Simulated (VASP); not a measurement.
Wanted: the native input for a VASP 6.6.1 run.

- Task: single point
- Functional: PBE
- Dispersion: D3(BJ)
- Potentials or basis: VASP PAW PBE potentials, release 64 (O, Sn_d)
- Cutoff: 520 eV
- k mesh: 8 × 5 × 1
- Occupations: gaussian, width 0.1 eV
- Spin: no spin polarisation
- Dipole correction: yes
- Further INCAR settings: ALGO = Normal; EDIFF = 1e-07; NBANDS = 50

The structure of SnO lies in POSCAR:

```
SnO
1.0
    3.8363721002      0.0000000000      0.0000000000
    0.0000000000      6.1139356385      0.0000000000
    0.0000000000      0.0000000000     18.4806872096
O Sn
4 4
Direct
    0.0000000000      0.3937311023      0.3787737935
    0.5000000000      0.5905966535      0.4595912645
    0.0000000000      0.7891442537      0.5400116139
    0.5000000000      0.9914786425      0.6180324675
    0.5000000000      0.2462583299      0.4180909234
    0.0000000000      0.7380694259      0.4202741346
    0.5000000000      0.6484830666      0.5830597924
    0.0000000000      0.1189669685      0.5788944930
```

These files were run (other wordings do the same):

INCAR

```
PREC = Accurate
ENCUT = 520
EDIFF = 1E-7
ISMEAR = 0
SIGMA = 0.1
LREAL = False
LASPH = True
NELM = 100
ALGO = Normal
ISIF = 2
LWAVE = False
LCHARG = True
LDIPOL = True
IDIPOL = 3
DIPOL = 0.5 0.5 0.500
GGA = PE
IVDW = 12
LELF = True
LVHAR = True
LVACPOTAV = True
NBANDS = 50
```

KPOINTS

```
regular mesh
0
Gamma
  8 5 1
```

Potentials or basis: VASP PAW PBE potentials, release 64 (O, Sn_d).

Launch:

```bash
$ cat potpaw_PBE.64/O/POTCAR potpaw_PBE.64/Sn_d/POTCAR > POTCAR
$ mpirun -np 1 vasp_std > vasp.out
```

Results of the run:

```yaml
Largest_force: 1.266 eV/Å
Band_gap_on_the_k_mesh: 0.90 eV (least direct gap 0.95 eV)
Dispersion_energy_per_atom: -0.150 eV
```

Caveat: spin-orbit coupling is left out, which moves the levels of the heavy elements.

Run time: 14 min on 1 thread of Oxide Virtual Turin-like Processor, on a shared host, peak memory 0.54 GiB.
